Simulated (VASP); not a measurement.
# Ta (Immm) in VASP: notebook

The runs below take Ta through single point, with PBE.

Program: VASP 6.6.1. These are calculated values, not measurements. Logs are shortened: lines on timing, memory, paths and dates and some standing lists are left out, and cuts for length are marked.

## (1) The cell of the first run

Symmetry: Immm, No. 71, orthorhombic system. The conventional cell has a = 2.946 Å, b = 3.319 Å, c = 3.593 Å, α = 90.00°, β = 90.00°, γ = 90.00°. Within 3.8 Å of Ta (site symmetry mmm) lie 14 Ta at 2.85 to 3.59 Å.

## (2) Single point, PBE (normal strain along x +0.0825, normal strain along z -0.1125)

INCAR

```
  ALGO = Fast
  EDIFF = 1E-7
  ENCUT = 520
  GGA = PE
  ISIF = 2
  ISMEAR = 0
  LASPH = True
  LCHARG = True
  LELF = True
  LREAL = False
  LVHAR = True
  LWAVE = False
  NBANDS = 12
  NELM = 100
  PREC = Accurate
  SIGMA = 0.15
```

KPOINTS

```
k-points
0
Gamma
  18 18 18
```

POSCAR

```
Ta
1.0
   -1.7963909633      1.6594835689      1.4727916674
    1.7963909633     -1.6594835689      1.4727916674
    1.7963909633      1.6594835689     -1.4727916674
Ta
1
Direct
    0.0000000000      0.0000000000      0.0000000000
```

Potentials or basis: VASP PAW PBE potentials, release 64 (Ta_pv).

Launch:

```console
$ cat potpaw_PBE.64/Ta_pv/POTCAR > POTCAR
$ mpirun -np 1 vasp_std > vasp.out
```

OUTCAR:

```text
EDIFF = 1E-7
   ENCUT = 520
   GGA = PE
   ISIF = 2
   ISMEAR = 0
   LASPH = True
   LREAL = False
   NELM = 100
   PREC = Accurate

 ion  position               nearest neighbor table
   1  0.000  0.000  0.000-

  LATTYP: Found a body centered orthorhombic cell.
 ALAT       =     2.9455833348
 B/A-ratio  =     1.1267605634
 C/A-ratio  =     1.2197183098

  Lattice vectors:

 A1 = (  -1.7963909633,   1.6594835689,  -1.4727916674)
 A2 = (  -1.7963909633,  -1.6594835689,   1.4727916674)
 A3 = (   1.7963909633,   1.6594835689,   1.4727916674)

Analysis of symmetry for initial positions (statically):
=====================================================================
 Subroutine PRICEL returns:
 Original cell was already a primitive cell.

 Routine SETGRP: Setting up the symmetry group for a
 body centered orthorhombic supercell.

 Subroutine GETGRP returns: Found  8 space group operations
 (whereof  8 operations were pure point group operations)
 out of a pool of  8 trial point group operations.

The static configuration has the point symmetry D_2h.

Analysis of symmetry for dynamics (positions and initial velocities):
=====================================================================
 Subroutine PRICEL returns:
 Original cell was already a primitive cell.

 Routine SETGRP: Setting up the symmetry group for a
 body centered orthorhombic supercell.

 Subroutine GETGRP returns: Found  8 space group operations
 (whereof  8 operations were pure point group operations)
 out of a pool of  8 trial point group operations.

The dynamic configuration has the point symmetry D_2h.

 Subroutine INISYM returns: Found  8 space group operations
 (whereof  8 operations are pure point group operations),
 and found     1 'primitive' translations

----------------------------------------------------------------------------------------

                                     Primitive cell

  volume of cell :      17.5620

  direct lattice vectors                    reciprocal lattice vectors
    -1.796390963  1.659483569  1.472791667     0.000000000  0.301298554  0.339491329
     1.796390963 -1.659483569  1.472791667     0.278335847  0.000000000  0.339491329
     1.796390963  1.659483569 -1.472791667     0.278335847  0.301298554  0.000000000

  length of vectors
     2.854824251  2.854824251  2.854824251     0.453910984  0.439004790  0.410184912

  position of ions in fractional coordinates (direct lattice)
     0.000000000  0.000000000  0.000000000

  ion indices of the primitive-cell ions
   primitive index   ion index
                 1           1

----------------------------------------------------------------------------------------

 KPOINTS: k-points

Automatic generation of k-mesh.
 Grid dimensions read from file:
 generate k-points for:   18   18   18

 Generating k-lattice:

  Cartesian coordinates                     Fractional coordinates (reciprocal lattice)
     0.000000000  0.016738809  0.018860629     0.055555556 -0.000000000  0.000000000
     0.015463103  0.000000000  0.018860629    -0.000000000  0.055555556  0.000000000
     0.015463103  0.016738809  0.000000000    -0.000000000  0.000000000  0.055555556

  Length of vectors
     0.025217277  0.024389155  0.022788051

  Shift w.r.t. Gamma in fractional coordinates (k-lattice)
     0.000000000  0.000000000  0.000000000

 Subroutine IBZKPT returns following result:
 ===========================================

 Found    865 irreducible k-points:

 Following reciprocal coordinates:
            Coordinates               Weight
  0.000000  0.000000  0.000000      1.000000
  0.055556 -0.000000  0.000000      4.000000
  0.111111 -0.000000  0.000000      4.000000
  0.166667 -0.000000  0.000000      4.000000
  0.222222  0.000000  0.000000      4.000000
  0.277778  0.000000  0.000000      4.000000
[... 16 lines left out ...]
 -0.333333  0.055556  0.000000      8.000000
 -0.277778  0.055556  0.000000      8.000000
 [... further k-points ...]
   k-points           NKPTS =    865   k-points in BZ     NKDIM =    865   number of bands    NBANDS=     12
   number of dos      NEDOS =    301   number of ions     NIONS =      1
   total plane-waves  NPLWV =  13824
   dimension x,y,z NGX =    24 NGY =   24 NGZ =   24
   dimension x,y,z NGXF=    48 NGYF=   48 NGZF=   48
   ions per type =               1
   NGX,Y,Z   is equivalent  to a cutoff of  13.98, 13.98, 13.98 a.u.
   NGXF,Y,Z  is equivalent  to a cutoff of  27.95, 27.95, 27.95 a.u.
 SYSTEM =  unknown system
   PREC   = accura    normal or accurate (medium, high low for compatibility)
   ISTART =      0    job   : 0-new  1-cont  2-samecut
   ICHARG =      2    charge: 1-file 2-atom 10-const
   ISPIN  =      1    spin polarized calculation?
   LNONCOLLINEAR =      F non collinear calculations
   LSORBIT =      F    spin-orbit coupling
   LASPH  =      T    aspherical Exc in radial PAW
   ENCUT  =  520.0 eV  38.22 Ry    6.18 a.u.   5.31  5.31  5.31*2*pi/ulx,y,z
   NELM   =    100;   NELMIN=  2; NELMDL= -5     # of ELM steps
   EDIFF  = 0.1E-06   stopping-criterion for ELM
   LREAL  =      F    real-space projection
   EDIFFG = 0.1E-05   stopping-criterion for IOM
   NSW    =      0    number of steps for IOM
   IBRION =     -1    ionic relax: 0-MD 1-quasi-New 2-CG
   NFREE  =      0    steps in history (QN), initial steepest desc. (CG)
   ISIF   =      2    stress and relaxation
   ISYM   =      2    0-nonsym 1-usesym 2-fastsym
   POTIM  = 0.5000    time-step for ionic-motion
   TEBEG  =    0.0;   TEEND  =   0.0 temperature during run
   PSTRESS=    0.0 pullay stress
   NELECT =      11.0000    total number of electrons
   NUPDOWN=      -1.0000    fix difference up-down
   EMIN   =  10.00;   EMAX   =-10.00  energy-range for DOS
   EFERMI =   0.00;   METHOD = LEGACY
   ISMEAR =     0;   SIGMA  =   0.15  broadening in eV -4-tet -1-fermi 0-gaus
   EFERMI_NEDOS =   21; number of points for ismear=-14 and -15
   IALGO  =     68    algorithm
   IMIX   =      4    mixing-type and parameters
     AMIX     =   0.40;   BMIX     =  1.00
     AMIX_MAG =   1.60;   BMIX_MAG =  1.00
  volume/ion in A,a.u.               =      17.56       118.51
  Fermi-wavevector in a.u.,A,eV,Ry     =   1.400707  2.646953 26.694366  1.961981
  Thomas-Fermi vector in A             =   2.523641
   LORBIT       =      0    0 simple, 1 ext, 2 COOP (PROOUT), +10 PAW based schemes
   GGA     = PE    functional components
   LHFCALC =     F    Hartree Fock is set to
   AEXX    =    0.0000 exact exchange contribution
   IVDW    =     0    specifies the selected vdW correction
   LEPSILON=     F    determine dielectric tensor
   LRPA    =     F    only Hartree local field effects (RPA)
 non-spin polarized calculation
 RMM-DIIS sequential band-by-band and
 Gauss-broadening in eV      SIGMA  =   0.15
  energy-cutoff  :      520.00
  volume of cell :       17.56
 maximum number of plane-waves:       486
 NGX is ok and might be reduce to    24
   NGX = 11   NGY = 11   NGZ = 11

 number of electron      11.0000000 magnetization

 Free energy of the ion-electron system (eV)
  ---------------------------------------------------
  ext. energy  EPLUGINS =         0.00000000
  ---------------------------------------------------
  free energy    TOTEN  =       -11.69653842 eV

  energy without entropy =      -11.68325827  energy(sigma->0) =      -11.68989835

 E-fermi :   5.8635     XC(G=0): -12.7424

 val. band max:        5.8562926406   @ k =   0.2222  -0.2222   0.2222
 cond. band min:       5.8659817851   @ k =  -0.2222  -0.3333   0.0556
 fundamental gap:      0.0096891445
 Fermi energy:         5.8635054871

 k-point     1 :       0.0000    0.0000    0.0000
  band No.  band energies     occupation
      1     -27.3015      2.00000
      2     -27.2910      2.00000
      3     -27.2134      2.00000
      4      -2.3129      2.00000
      5       5.2489      2.00000
      6       7.0782      0.00000
      7       7.8892      0.00000
      8       7.9394      0.00000
      9      11.0075      0.00000
     10      19.5140      0.00000
     11      20.4759      0.00000
     12      20.7414      0.00000

 k-point     2 :       0.0556   -0.0000    0.0000
  band No.  band energies     occupation
      1     -27.3239      2.00000
      2     -27.3053      2.00000
      3     -27.2390      2.00000
      4      -2.1540      2.00000
      5       5.2799      2.00000
      6       7.0449      0.00000
      7       7.7681      0.00000
      8       8.0183      0.00000
      9      10.8663      0.00000
     10      19.8265      0.00000
     11      20.4757      0.00000
     12      21.0375      0.00000

 k-point     3 :       0.1111   -0.0000    0.0000
  band No.  band energies     occupation
      1     -27.4229      2.00000
      2     -27.3464      2.00000
      3     -27.2766      2.00000
      4      -1.6939      2.00000
      5       5.2641      2.00000
      6       7.0943      0.00000
      7       7.3852      0.00000
      8       8.2700      0.00000
      9      10.5813      0.00000
     10      20.4754      0.00000
     11      20.7159      0.00000
     12      21.7599      0.00000

 k-point     4 :       0.1667   -0.0000    0.0000
  band No.  band energies     occupation
      1     -27.5984      2.00000
      2     -27.4087      2.00000
      3     -27.3055      2.00000
      4      -0.9864      2.00000
      5       5.0147      2.00000
      6       6.8087      0.00000
      7       7.5008      0.00000
      8       8.6752      0.00000
      9      10.3738      0.00000
     10      20.4749      0.00000
     11      22.0710      0.00000
     12      22.3504      0.00000

 k-point     5 :       0.2222    0.0000    0.0000
  band No.  band energies     occupation
      1     -27.8129      2.00000
      2     -27.4841      2.00000
      3     -27.3346      2.00000
      4      -0.1376      2.00000
      5       4.5802      2.00000
      6       6.2303      0.00054
      7       8.2949      0.00000
      8       9.2009      0.00000
      9      10.3360      0.00000
     10      20.4738      0.00000
     11      21.9046      0.00000
     12      23.7638      0.00000
[... 228 lines left out ...]
      1     -28.4358      2.00000
      2     -27.7277      2.00000
      3     -27.4286      2.00000
      4       1.3956      2.00000
      5       3.3083      2.00000
      6       7.1992      0.00000
      7      10.4410      0.00000
      8      11.5774      0.00000
      9      12.8682      0.00000
     10      17.9320      0.00000
     11      20.2710      0.00000
     12      21.9783      0.00000

 k-point    22 :      -0.3889    0.0556    0.0000
  band No.  band energies     occupation
      1     -28.3023      2.00000
      2     -27.6772      2.00000
      3     -27.4073      2.00000
      4       1.3568      2.00000
      5       3.5778      2.00000
      6       6.3251      0.00001
      7      10.4453      0.00000
      8      10.7482      0.00000
      9      11.6672      0.00000
     10      18.7712      0.00000
     11      20.4727      0.00000
     12      22.2905      0.00000

 k-point    23 :      -0.3333    0.0556    0.0000
  band No.  band energies     occupation
      1     -28.1232      2.00000
      2     -27.6071      2.00000
      3     -27.3797      2.00000
      4       1.0207      2.00000
      5       3.9483      2.00000
      6       5.8362      1.20294
      7       9.7534      0.00000
      8      10.2827      0.00000
      9      10.7124      0.00000
     10      19.9177      0.00000
     11      20.4825      0.00000
     12      23.9752      0.00000

 k-point    24 :      -0.2778    0.0556    0.0000
  band No.  band energies     occupation
      1     -27.9180      2.00000
      2     -27.5248      2.00000
      3     -27.3485      2.00000
      4       0.3166      2.00000
      5       4.3818      2.00000
      6       5.9420      0.45938
      7       8.8263      0.00000
      8       9.4549      0.00000
      9      10.5540      0.00000
     10      20.4698      0.00000
     11      21.2145      0.00000
     12      24.2300      0.00000

 [... further k-points ...]

------------------------ aborting loop because EDIFF is reached ----------------------------------------

  FORCE on cell =-STRESS in cart. coord.  units (eV):
  Direction    XX          YY          ZZ          XY          YZ          ZX
  --------------------------------------------------------------------------------------
  -------------------------------------------------------------------------------------
  Total        0.2856513      1.2502084      2.2535778      0.0000000     -0.0000000      0.0000000
  in kB       26.0598368    114.0559314    205.5928481      0.0000000     -0.0000000      0.0000000
  external PRESSURE =     115.2362055 kB  Pullay stress =       0.0000000 kB

 VOLUME and BASIS-vectors are now :
 -----------------------------------------------------------------------------
  energy-cutoff  :      520.00
  volume of cell :       17.56
      direct lattice vectors                 reciprocal lattice vectors
    -1.796390963  1.659483569  1.472791667     0.000000000  0.301298554  0.339491329
     1.796390963 -1.659483569  1.472791667     0.278335847  0.000000000  0.339491329
     1.796390963  1.659483569 -1.472791667     0.278335847  0.301298554  0.000000000

 POSITION                                       TOTAL-FORCE (eV/Angst)
 -----------------------------------------------------------------------------------
      0.00000      0.00000      0.00000         0.000000      0.000000      0.000000
 -----------------------------------------------------------------------------------
    total drift:                                0.000000      0.000000      0.000000

  FREE ENERGIE OF THE ION-ELECTRON SYSTEM (eV)
  ---------------------------------------------------
  free  energy   TOTEN  =       -11.6965384221 eV

  energy  without entropy=      -11.6832582695  energy(sigma->0) =      -11.68989835
```

It took 3.8 min on 1 thread of Intel Xeon 8259CL, shared host; peak memory 0.29 GiB.

What came out:

```
Free energy            : -11.6965 eV
Pressure               : 11.5 GPa
Band gap on the k mesh : zero (an odd number of electrons rules out a gap without spin polarisation)
```

Stress tensor (GPa, compression positive):
```
 2.61  0.00  0.00
 0.00 11.41  0.00
 0.00  0.00 20.56
```

Caveat: the cell differs from its parent crystal (normal strain along x +0.0825, normal strain along z -0.1125); the stress differs along the axes, from 3 to 21 GPa; spin-orbit coupling is left out, which moves the levels of the heavy elements.

## (3) Single point, PBE (normal strain along x -0.0825, normal strain along z +0.0750)

INCAR

```
SYSTEM = Ta
PREC = Accurate
ENCUT = 520
EDIFF = 1E-6
ISMEAR = 0
SIGMA = 0.15
LREAL = .False.
LASPH = .True.
NELM = 100
ALGO = Fast
ISIF = 2
LWAVE = .False.
LCHARG = .False.
GGA = PE
NBANDS = 12
```

KPOINTS

```
Automatic mesh
0
Gamma
  18 18 18
  0 0 0
```

POSCAR

```
Ta
1.0
   -1.5225761745      1.6594835689      1.7839448366
    1.5225761745     -1.6594835689      1.7839448366
    1.5225761745      1.6594835689     -1.7839448366
Ta
1
Direct
    0.0000000000      0.0000000000      0.0000000000
```

Potentials or basis: VASP PAW PBE potentials, release 64 (Ta_pv).

Launch:

```console
$ cat potpaw_PBE.64/Ta_pv/POTCAR > POTCAR
$ mpirun -np 1 vasp_std > vasp.out
```

Run time: 3.8 min. Hardware: 1 thread of Intel Xeon 8259CL, shared host; peak memory 0.29 GiB.

It converged, with:

- Free energy: -11.7530 eV
- Pressure: 4.5 GPa
- Band gap on the k mesh: zero (an odd number of electrons rules out a gap without spin polarisation)

Stress tensor (GPa, compression positive):
```
10.28  0.00  0.00
 0.00  5.70  0.00
 0.00  0.00 -2.54
```

Levels at points of the mesh, in eV from the Fermi level:
```csv
k point,band 3,band 4,band 5,band 6,band 7,band 8
"(0.00, 0.00, 0.00)",-33.13,-8.00,-0.24,1.00,1.76,2.54
"(0.50, 0.00, 0.00)",-33.13,-4.53,-0.38,0.95,2.20,4.40
"(0.00, 0.50, 0.00)",-33.22,-4.43,-1.63,1.63,2.99,5.96
"(0.50, 0.50, 0.00)",-33.27,-4.41,-2.46,2.12,4.51,6.10
"(0.50, 0.50, 0.50)",-33.74,-4.07,-3.69,6.51,6.67,6.78
```

Caveat: the cell differs from its parent crystal (normal strain along x -0.0825, normal strain along z +0.0750); the stress differs along the axes, from -3 to 10 GPa; spin-orbit coupling is left out, which moves the levels of the heavy elements.
